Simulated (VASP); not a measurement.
Write the native input for VASP 6.6.1 that does the following.

```
Task                   : single point
Functional             : PBE
Potentials or basis    : VASP PAW PBE potentials, release 64 (Be, H)
Cutoff                 : 520 eV
k mesh                 : 5 × 6 × 4
Occupations            : gaussian, width 0.1 eV
Spin                   : no spin polarisation
Dipole correction      : no
Further INCAR settings : LREAL = Auto; ALGO = Normal; EDIFF = 1e-07; NBANDS = 30
```

The structure of Be16H (a cell with a defect) lies in POSCAR:

```
Be16H
1.0
   -2.2900000000     -3.9663960000      0.0000000000
    3.4350000000     -1.9831980000      0.0000000000
    0.0000000000      0.0000000000      7.1768600000
Be H
16 1
Direct
    0.7424154681      0.5100228303     -0.0022458290
    0.4853593306      0.3518139351      0.2468211725
    0.7425381081      0.5228649979      0.5028022004
    0.4910597875      0.3480209355      0.7489609662
    0.4910938641      0.0128596649      0.0005457819
    0.2421511460      0.8449295850      0.2496534696
    0.4849030955      0.0092407827      0.5030768330
    0.2422849367      0.8449282402      0.7528504109
    0.2425198859      0.5155809428     -0.0032034901
   -0.0000754446      0.3511284518      0.2465684157
    0.2425443770      0.5160281290      0.4999246188
   -0.0063063882      0.3480886088      0.7489800553
   -0.0063604840      0.0127078578      0.0004442054
    0.7426417209      0.8386272317      0.2469128560
   -0.0003646235      0.0092820996      0.5029660604
    0.7421850765      0.8512302257      0.7518370151
    0.7425201318      0.1808634940      0.3737720953
```

One way to write it, as run:

INCAR

```
SYSTEM = Be16H
PREC     = Accurate       ! precision mode
ENCUT    = 520            ! plane-wave cutoff, eV
EDIFF    = 1E-7           ! SCF threshold, eV
ISMEAR   = 0              ! smearing method
SIGMA    = 0.1            ! smearing width, eV
LREAL    = Auto         
LASPH    = .True.         ! aspherical terms in the spheres
NELM     = 80             ! most SCF steps
ALGO     = Normal         ! electronic algorithm
ISIF     = 2              ! what is computed and relaxed
LWAVE    = .False.        ! write WAVECAR
LCHARG   = .False.        ! write CHGCAR
GGA      = PE             ! functional
NBANDS   = 30             ! bands
```

KPOINTS

```
regular mesh
0
Gamma
  5 6 4
  0 0 0
```

Potentials or basis: VASP PAW PBE potentials, release 64 (Be, H).

The run is started by

```console
$ cat potpaw_PBE.64/Be/POTCAR potpaw_PBE.64/H/POTCAR > POTCAR
$ mpirun -np 1 vasp_std > vasp.out
```

It gave:

```json
{
 "Pressure": "-0.1 GPa",
 "Largest force": "0.025 eV/Å",
 "Band gap on the k mesh": "zero (an odd number of electrons rules out a gap without spin polarisation)"
}
```

Wall time 2.2 min on 1 thread of Intel(R) Xeon(R) 6975P-C (Granite Rapids) (shared host), peak memory 0.31 GiB.
